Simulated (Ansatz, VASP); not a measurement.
Two plane-wave programs on Sb

```
Sb
1.0
     2.18801    1.26325    3.84200
    -2.18801    1.26325    3.84200
     0.00000   -2.52650    3.84200
Sb
2
Direct
  0.23275 0.23275 0.23275
  0.76725 0.76725 0.76725
```

Alike in both runs: functional PBE; k mesh 12 × 12 × 12; occupations gaussian, width 0.1 eV; no spin polarisation.

Ansatz relaxed the structure, and its values are those at the end. VASP's run is a single point on that final structure, the one shown.

|  | VASP | Ansatz |
| --- | --- | --- |
| version | VASP 6.6.1 | Ansatz 0.2.0 |
| potentials or method | VASP PAW PBE potentials, release 64 (Sb), cutoff 500 eV | scalar-relativistic, plane waves, PAW |
| valence electrons in the cell | 10 | 30 |

Ansatz gave:

- gap on the k mesh at the Fermi level (eV): none
- pressure (GPa): 0.0
- rms of the force components (eV/Å): 0.001

What did VASP give for the same quantities?

gap on the k mesh at the Fermi level (eV): none; pressure (GPa): 0.0; rms of the force components (eV/Å): 0.021.

A gap of «none» marks a metal or a gap that the smearing closes. VASP's potentials hold 10 valence electrons a cell and Ansatz's 30, so a difference there can come from the potentials and not from the codes.

Spin-orbit coupling is off throughout.
